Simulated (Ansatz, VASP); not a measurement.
Two plane-wave programs on SiB2

Contents of INCAR:

```
SYSTEM = SiB2
PREC = Accurate
ENCUT = 600
EDIFF = 1E-6
ISMEAR = 0
SIGMA = 0.1
LREAL = .False.
LASPH = .True.
NELM = 60
ALGO = Normal
ISIF = 3
LWAVE = .False.
LCHARG = .False.
GGA = PE
IBRION = 2
NSW = 90
EDIFFG = -0.04
```

KPOINTS

```
regular mesh
0
Gamma
  6 6 6
  0 0 0
```

POSCAR

```
SiB2
1.0
    3.0257926400      0.0000000000      0.0000000000
    0.0000000000      3.0257926400      0.0000000000
    0.0000000000      0.0000000000      3.3174185700
Si B
1 2
Direct
    0.0000000000      0.0000000000      0.5000000000
    0.5000000000      0.5000000000      0.7819589700
    0.5000000000      0.5000000000      0.2180410300
```

Input for Ansatz:

```yaml
crystal:
  lattice:
    - [3.02579264, 0.0, 0.0]
    - [0.0, 3.02579264, 0.0]
    - [0.0, 0.0, 3.31741857]
  atoms:
    - { symbol: Si, position: [0.0, 0.0, 0.5] }
    - { symbol: B, position: [0.5, 0.5, 0.78195897] }
    - { symbol: B, position: [0.5, 0.5, 0.21804103] }
basis:
  ecutwfc: 420
kpoints:
  mp_grid: { grid: [6, 6, 6] }
hamiltonian:
  xc: pbe
scf:
  occupations: { method: gaussian, width: 0.1 }
  lower_state_search: "off"
output:
  forces: true
  stress: true
  eigenvalues: true
relax:
  adjacent_minimum: "off"
  f_tol: 0.04
  max_steps: 70
  cell: { stress_tol: 0.4 }
```

Alike in both runs: task relaxation of cell and atoms; functional PBE; k mesh 6 × 6 × 6; occupations gaussian, width 0.1 eV; no spin polarisation.

```csv
,VASP,Ansatz
version,VASP 6.6.1,Ansatz 0.2.0
potentials or method,"VASP PAW PBE potentials, release 64 (Si, B), cutoff 600 eV","scalar-relativistic, plane waves, PAW"
valence electrons in the cell,10,10
```

```tsv
	VASP	Ansatz	Ansatz less VASP
gap on the k mesh at the Fermi level, each at its own relaxed structure (eV)	none	none	-
relaxed volume (Å³/atom)	9.84	9.89	+0.044
relaxed length of the cell vector where the two differ most in proportion (Å)	3.009	3.020	+0.0101
```

A gap of «none» marks a metal or a gap that the smearing closes.
